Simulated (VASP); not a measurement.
# W (Im-3m) in VASP: a series of runs

Runs on W. Level: r2SCAN. Tasks: single point, relaxation of cell and atoms.

All numbers are computed with VASP 6.6.1; they aren't measurements. Logs are shortened: lines on timing, memory, paths and dates and some standing lists are left out, and cuts for length are marked.

## 1. The cell of the first run

The structure is cubic, space group Im-3m (No. 229). The conventional cell has a = 3.165 Å, b = 3.165 Å, c = 3.165 Å, α = 90.00°, β = 90.00°, γ = 90.00°. Within 3.6 Å of W (site symmetry m-3m) lie 14 W at 2.74 to 3.16 Å.

## 2. Single point, r2SCAN

POSCAR

```
W
1.0
   -1.5823450000      1.5823450000      1.5823450000
    1.5823450000     -1.5823450000      1.5823450000
    1.5823450000      1.5823450000     -1.5823450000
W
1
Direct
    0.0000000000      0.0000000000      0.0000000000
```

INCAR.step1

```
  PREC = Accurate
  ENCUT = 520
  ISMEAR = 0
  SIGMA = 0.1
  LREAL = F
  LASPH = T
  NELM = 60
  NBANDS = 13
  GGA = PE
  ALGO = Normal
  EDIFF = 1E-4
  LWAVE = T
  LCHARG = F
```

INCAR.step2

```
  PREC = Accurate
  ENCUT = 520
  EDIFF = 1E-6
  ISMEAR = 0
  SIGMA = 0.1
  LREAL = F
  LASPH = T
  NELM = 60
  ALGO = Normal
  ISIF = 2
  LWAVE = F
  LCHARG = T
  METAGGA = R2SCAN
  LMIXTAU = T
  LELF = T
  LVHAR = T
  NBANDS = 13
  ISTART = 1
```

KPOINTS

```
regular mesh
0
Gamma
  8 8 8
```

Potentials or basis: VASP PAW PBE potentials, release 64 (W_sv).

Started as:

```console
$ cat potpaw_PBE.64/W_sv/POTCAR > POTCAR
$ cp INCAR.step1 INCAR
$ mpirun -np 1 vasp_std > vasp.out
$ cp INCAR.step2 INCAR
$ mpirun -np 1 vasp_std > vasp.out
```

OUTCAR:

```text
PREC = Accurate
   ENCUT = 520
   EDIFF = 1E-6
   ISMEAR = 0
   LREAL = F
   LASPH = T
   NELM = 60
   ISIF = 2
   METAGGA = R2SCAN
   ISTART = 1

 ion  position               nearest neighbor table
   1  0.000  0.000  0.000-

  LATTYP: Found a body centered cubic cell.
 ALAT       =     3.1646900000

  Lattice vectors:

 A1 = (  -1.5823450000,   1.5823450000,   1.5823450000)
 A2 = (   1.5823450000,  -1.5823450000,   1.5823450000)
 A3 = (   1.5823450000,   1.5823450000,  -1.5823450000)

Analysis of symmetry for initial positions (statically):
=====================================================================
 Subroutine PRICEL returns:
 Original cell was already a primitive cell.

 Routine SETGRP: Setting up the symmetry group for a
 body centered cubic supercell.

 Subroutine GETGRP returns: Found 48 space group operations
 (whereof 48 operations were pure point group operations)
 out of a pool of 48 trial point group operations.

The static configuration has the point symmetry O_h .

Analysis of symmetry for dynamics (positions and initial velocities):
=====================================================================
 Subroutine PRICEL returns:
 Original cell was already a primitive cell.

 Routine SETGRP: Setting up the symmetry group for a
 body centered cubic supercell.

 Subroutine GETGRP returns: Found 48 space group operations
 (whereof 48 operations were pure point group operations)
 out of a pool of 48 trial point group operations.

The dynamic configuration has the point symmetry O_h .

 Subroutine INISYM returns: Found 48 space group operations
 (whereof 48 operations are pure point group operations),
 and found     1 'primitive' translations

----------------------------------------------------------------------------------------

                                     Primitive cell

  volume of cell :      15.8476

  direct lattice vectors                    reciprocal lattice vectors
    -1.582345000  1.582345000  1.582345000     0.000000000  0.315986716  0.315986716
     1.582345000 -1.582345000  1.582345000     0.315986716  0.000000000  0.315986716
     1.582345000  1.582345000 -1.582345000     0.315986716  0.315986716  0.000000000

  length of vectors
     2.740701935  2.740701935  2.740701935     0.446872699  0.446872699  0.446872699

  position of ions in fractional coordinates (direct lattice)
     0.000000000  0.000000000  0.000000000

  ion indices of the primitive-cell ions
   primitive index   ion index
                 1           1

----------------------------------------------------------------------------------------

 KPOINTS: regular mesh

Automatic generation of k-mesh.
 Grid dimensions read from file:
 generate k-points for:    8    8    8

 Generating k-lattice:

  Cartesian coordinates                     Fractional coordinates (reciprocal lattice)
     0.000000000  0.039498339  0.039498339     0.125000000  0.000000000  0.000000000
     0.039498339  0.000000000  0.039498339     0.000000000  0.125000000  0.000000000
     0.039498339  0.039498339  0.000000000     0.000000000  0.000000000  0.125000000

  Length of vectors
     0.055859087  0.055859087  0.055859087

  Shift w.r.t. Gamma in fractional coordinates (k-lattice)
     0.000000000  0.000000000  0.000000000

 Subroutine IBZKPT returns following result:
 ===========================================

 Found     29 irreducible k-points:

 Following reciprocal coordinates:
            Coordinates               Weight
  0.000000  0.000000  0.000000      1.000000
  0.125000  0.000000  0.000000     12.000000
  0.250000  0.000000  0.000000     12.000000
  0.375000  0.000000  0.000000     12.000000
  0.500000  0.000000  0.000000      6.000000
  0.125000  0.125000  0.000000     24.000000
[... 16 lines left out ...]
 -0.250000  0.250000  0.250000      6.000000
 -0.375000  0.375000  0.250000     24.000000
 [... further k-points ...]
   k-points           NKPTS =     29   k-points in BZ     NKDIM =     29   number of bands    NBANDS=     13
   number of dos      NEDOS =    301   number of ions     NIONS =      1
   total plane-waves  NPLWV =   8000
   dimension x,y,z NGX =    20 NGY =   20 NGZ =   20
   dimension x,y,z NGXF=    40 NGYF=   40 NGZF=   40
   ions per type =               1
   NGX,Y,Z   is equivalent  to a cutoff of  12.13, 12.13, 12.13 a.u.
   NGXF,Y,Z  is equivalent  to a cutoff of  24.26, 24.26, 24.26 a.u.
 SYSTEM =  unknown system
   PREC   = accura    normal or accurate (medium, high low for compatibility)
   ISTART =      1    job   : 0-new  1-cont  2-samecut
   ICHARG =      0    charge: 1-file 2-atom 10-const
   ISPIN  =      1    spin polarized calculation?
   LNONCOLLINEAR =      F non collinear calculations
   LSORBIT =      F    spin-orbit coupling
   LASPH  =      T    aspherical Exc in radial PAW
   ENCUT  =  520.0 eV  38.22 Ry    6.18 a.u.   5.10  5.10  5.10*2*pi/ulx,y,z
   NELM   =     60;   NELMIN=  2; NELMDL=  0     # of ELM steps
   EDIFF  = 0.1E-05   stopping-criterion for ELM
   LREAL  =      F    real-space projection
   EDIFFG = 0.1E-04   stopping-criterion for IOM
   NSW    =      0    number of steps for IOM
   IBRION =     -1    ionic relax: 0-MD 1-quasi-New 2-CG
   NFREE  =      0    steps in history (QN), initial steepest desc. (CG)
   ISIF   =      2    stress and relaxation
   ISYM   =      2    0-nonsym 1-usesym 2-fastsym
   POTIM  = 0.5000    time-step for ionic-motion
   TEBEG  =    0.0;   TEEND  =   0.0 temperature during run
   PSTRESS=    0.0 pullay stress
   NELECT =      14.0000    total number of electrons
   NUPDOWN=      -1.0000    fix difference up-down
   EMIN   =  10.00;   EMAX   =-10.00  energy-range for DOS
   EFERMI =   0.00;   METHOD = LEGACY
   ISMEAR =     0;   SIGMA  =   0.10  broadening in eV -4-tet -1-fermi 0-gaus
   EFERMI_NEDOS =   21; number of points for ismear=-14 and -15
   IALGO  =     38    algorithm
   IMIX   =      4    mixing-type and parameters
     AMIX     =   0.40;   BMIX     =  1.00
     AMIX_MAG =   1.60;   BMIX_MAG =  1.00
  volume/ion in A,a.u.               =      15.85       106.94
  Fermi-wavevector in a.u.,A,eV,Ry     =   1.570832  2.968442 33.572544  2.467512
  Thomas-Fermi vector in A             =   2.672506
   LORBIT       =      0    0 simple, 1 ext, 2 COOP (PROOUT), +10 PAW based schemes
   METAGGA = R2SCAN    functional components
   LHFCALC =     F    Hartree Fock is set to
   AEXX    =    0.0000 exact exchange contribution
   IVDW    =     0    specifies the selected vdW correction
   LEPSILON=     F    determine dielectric tensor
   LRPA    =     F    only Hartree local field effects (RPA)
 non-spin polarized calculation
 Gauss-broadening in eV      SIGMA  =   0.10
  energy-cutoff  :      520.00
  volume of cell :       15.85
 maximum number of plane-waves:       436
   NGX = 11   NGY = 11   NGZ = 11

 number of electron      14.0000004 magnetization

 Free energy of the ion-electron system (eV)
  ---------------------------------------------------
  ext. energy  EPLUGINS =         0.00000000
  ---------------------------------------------------
  free energy    TOTEN  =       -51.35670882 eV

  energy without entropy =      -51.35670878  energy(sigma->0) =      -51.35670880

 E-fermi :  11.0987     XC(G=0): -14.9585

 val. band max:       10.7642569312   @ k =   0.1250   0.0000   0.0000
 cond. band min:      11.4437446834   @ k =  -0.2500   0.2500   0.1250
 fundamental gap:      0.6794877522
 Fermi energy:        11.0986588876

 k-point     1 :       0.0000    0.0000    0.0000
  band No.  band energies     occupation
      1     -64.8113      2.00000
      2     -27.6709      2.00000
      3     -27.6709      2.00000
      4     -27.6709      2.00000
      5       1.1641      2.00000
      6      10.0118      2.00000
      7      10.0118      2.00000
      8      10.0118      2.00000
      9      13.8699      0.00000
     10      13.8700      0.00000
     11      26.5503      0.00000
     12      26.5503      0.00000
     13      26.5503      0.00000

 k-point     2 :       0.1250    0.0000    0.0000
  band No.  band energies     occupation
      1     -64.7893      2.00000
      2     -27.8870      2.00000
      3     -27.7380      2.00000
      4     -27.6719      2.00000
      5       1.9269      2.00000
      6       9.5602      2.00000
      7       9.8539      2.00000
      8      10.7643      2.00000
      9      13.2857      0.00000
     10      13.8795      0.00000
     11      27.1104      0.00000
     12      27.8596      0.00000
     13      28.1774      0.00000

 k-point     3 :       0.2500    0.0000    0.0000
  band No.  band energies     occupation
      1     -64.7359      2.00000
      2     -28.3863      2.00000
      3     -27.8970      2.00000
      4     -27.6746      2.00000
      5       3.6952      2.00000
      6       8.6235      2.00000
      7       9.3486      2.00000
      8      12.8840      0.00000
      9      13.1489      0.00000
     10      14.0490      0.00000
     11      26.7754      0.00000
     12      28.5751      0.00000
     13      31.3092      0.00000
[... 305 lines left out ...]
 k-point    23 :      -0.2500    0.2500    0.2500
  band No.  band energies     occupation
      1     -64.6701      2.00000
      2     -28.4122      2.00000
      3     -28.1423      2.00000
      4     -28.1423      2.00000
      5       5.7988      2.00000
      6       8.4820      2.00000
      7      10.7059      2.00000
      8      10.7059      2.00000
      9      12.7088      0.00000
     10      15.1282      0.00000
     11      26.6265      0.00000
     12      31.5443      0.00000
     13      31.5443      0.00000

 k-point    24 :      -0.3750    0.3750    0.2500
  band No.  band energies     occupation
      1     -64.6233      2.00000
      2     -28.6971      2.00000
      3     -28.3097      2.00000
      4     -28.1831      2.00000
      5       6.5575      2.00000
      6       7.3712      2.00000
      7      10.7130      2.00000
      8      11.5840      0.00000
      9      15.1571      0.00000
     10      15.9749      0.00000
     11      25.6378      0.00000
     12      28.1489      0.00000
     13      29.4158      0.00000

 [... further k-points ...]
[... 5 lines left out ...]
  --------------------------------------------------------------------------------------
  -------------------------------------------------------------------------------------
  Total        0.2709636      0.2709636      0.2709636      0.0000000      0.0000000      0.0000000
  in kB       27.3941657     27.3941657     27.3941657      0.0000000      0.0000000      0.0000000
  external PRESSURE =      27.3941657 kB  Pullay stress =       0.0000000 kB

 VOLUME and BASIS-vectors are now :
 -----------------------------------------------------------------------------
  energy-cutoff  :      520.00
  volume of cell :       15.85
      direct lattice vectors                 reciprocal lattice vectors
    -1.582345000  1.582345000  1.582345000     0.000000000  0.315986716  0.315986716
     1.582345000 -1.582345000  1.582345000     0.315986716  0.000000000  0.315986716
     1.582345000  1.582345000 -1.582345000     0.315986716  0.315986716  0.000000000

 POSITION                                       TOTAL-FORCE (eV/Angst)
 -----------------------------------------------------------------------------------
      0.00000      0.00000      0.00000         0.000000     -0.000000      0.000000
 -----------------------------------------------------------------------------------
    total drift:                                0.000000      0.000000      0.000000

  FREE ENERGIE OF THE ION-ELECTRON SYSTEM (eV)
  ---------------------------------------------------
  free  energy   TOTEN  =       -51.3567088167 eV

  energy  without entropy=      -51.3567087757  energy(sigma->0) =      -51.35670880
```

Run time: 17 s. Hardware: 1 thread of Intel Xeon Platinum 8559C (Emerald Rapids), shared host; peak memory 0.13 GiB.

What came out:

* Free energy: -51.3567 eV
* Pressure: 2.7 GPa
* Band gap on the k mesh: zero (band 7 reaches 16.64 eV, above the bottom of band 8 at 10.01 eV)

Caveat: the PAW data sets were made with another functional, which shifts forces and pressure a little; spin-orbit coupling is left out, which moves the levels of the heavy elements.

## 3. Single point, r2SCAN

This run uses another cell than the first one, of 15.90 Å³/atom, 1.004 times its volume.

POSCAR

```
W
1.0
   -1.5842204972      1.5842204972      1.5842204972
    1.5842204972     -1.5842204972      1.5842204972
    1.5842204972      1.5842204972     -1.5842204972
W
1
Direct
    0.0000000000      0.0000000000      0.0000000000
```

INCAR.step1

```
PREC = Accurate
ENCUT = 520
ISMEAR = 0
SIGMA = 0.1
LREAL = F
LASPH = T
NELM = 100
NBANDS = 13
GGA = PE
ALGO = Normal
EDIFF = 1E-4
LWAVE = T
LCHARG = F
```

INCAR.step2

```
PREC = Accurate
ENCUT = 520
EDIFF = 1E-6
ISMEAR = 0
SIGMA = 0.1
LREAL = F
LASPH = T
NELM = 100
ALGO = Normal
ISIF = 2
LWAVE = F
LCHARG = F
METAGGA = R2SCAN
LMIXTAU = T
NBANDS = 13
ISTART = 1
```

KPOINTS

```
regular mesh
0
Gamma
  18 18 18
```

Potentials or basis: VASP PAW PBE potentials, release 64 (W_sv).

Started as:

```console
$ cat potpaw_PBE.64/W_sv/POTCAR > POTCAR
$ cp INCAR.step1 INCAR
$ mpirun -np 1 vasp_std > vasp.out
$ cp INCAR.step2 INCAR
$ mpirun -np 1 vasp_std > vasp.out
```

Run time: 64 s. Hardware: 1 thread of Intel Xeon Platinum 8559C (Emerald Rapids), shared host; peak memory 0.15 GiB.

Results (log left out):

```yaml
Free_energy: -51.3476 eV
Pressure: 1.2 GPa
Band_gap_on_the_k_mesh: zero (band 7 reaches 16.56 eV, above the bottom of band 8 at 9.97 eV)
```

Levels at points of the mesh, in eV from the Fermi level:
| k point | band 5 | band 6 | band 7 | band 8 | band 9 | band 10 |
| --- | --- | --- | --- | --- | --- | --- |
| (0.00, 0.00, 0.00) | -10.10 | -1.27 | -1.27 | -1.27 | 2.57 | 2.57 |
| (0.50, 0.00, 0.00) | -6.53 | -3.73 | 0.52 | 2.40 | 3.45 | 6.32 |
| (0.50, 0.50, 0.50) | -5.98 | -5.98 | 5.32 | 5.32 | 5.32 | 8.53 |

Caveat: the PAW data sets were made with another functional, which shifts forces and pressure a little; spin-orbit coupling is left out, which moves the levels of the heavy elements.

## 4. Single point, r2SCAN

This run uses another cell than the first one, of 15.91 Å³/atom, 1.004 times its volume.

POSCAR

```
W
1.0
   -1.5843379675      1.5843379675      1.5843379675
    1.5843379675     -1.5843379675      1.5843379675
    1.5843379675      1.5843379675     -1.5843379675
W
1
Direct
    0.0000000000      0.0000000000      0.0000000000
```

INCAR.step1

```
SYSTEM = W
PREC = Accurate
ENCUT = 520
ISMEAR = -1
SIGMA = 0.15
LREAL = .False.
LASPH = .True.
NELM = 100
NBANDS = 13
GGA = PE
ALGO = Normal
EDIFF = 1E-4
LWAVE = .True.
LCHARG = .False.
```

INCAR.step2

```
SYSTEM = W
PREC = Accurate
ENCUT = 520
EDIFF = 1E-6
ISMEAR = -1
SIGMA = 0.15
LREAL = .False.
LASPH = .True.
NELM = 100
ALGO = Normal
ISIF = 2
LWAVE = .False.
LCHARG = .False.
METAGGA = R2SCAN
LMIXTAU = .True.
NBANDS = 13
ISTART = 1
```

KPOINTS

```
Automatic mesh
0
Gamma
  20 20 20
  0 0 0
```

Started as:

```console
$ cat potpaw_PBE.64/W_sv/POTCAR > POTCAR
$ cp INCAR.step1 INCAR
$ mpirun -np 1 vasp_std > vasp.out
$ cp INCAR.step2 INCAR
$ mpirun -np 1 vasp_std > vasp.out
```

Run time: 82 s. Hardware: 1 thread of Intel Xeon Platinum 8559C (Emerald Rapids), shared host; peak memory 0.16 GiB.

It converged, with:

```
Free energy            : -51.3691 eV
Pressure               : 1.2 GPa
Band gap on the k mesh : zero (band 7 reaches 16.55 eV, above the bottom of band 8 at 9.96 eV)
```

Levels at points of the mesh, in eV from the Fermi level:
| k point | band 5 | band 6 | band 7 | band 8 | band 9 | band 10 |
| --- | --- | --- | --- | --- | --- | --- |
| (0.00, 0.00, 0.00) | -10.11 | -1.27 | -1.27 | -1.27 | 2.56 | 2.56 |
| (0.50, 0.00, 0.00) | -6.54 | -3.73 | 0.52 | 2.39 | 3.44 | 6.31 |
| (0.50, 0.50, 0.50) | -5.99 | -5.99 | 5.31 | 5.31 | 5.31 | 8.52 |

Caveat: the PAW data sets were made with another functional, which shifts forces and pressure a little; spin-orbit coupling is left out, which moves the levels of the heavy elements.

(Part 1 of 2 ends here.)
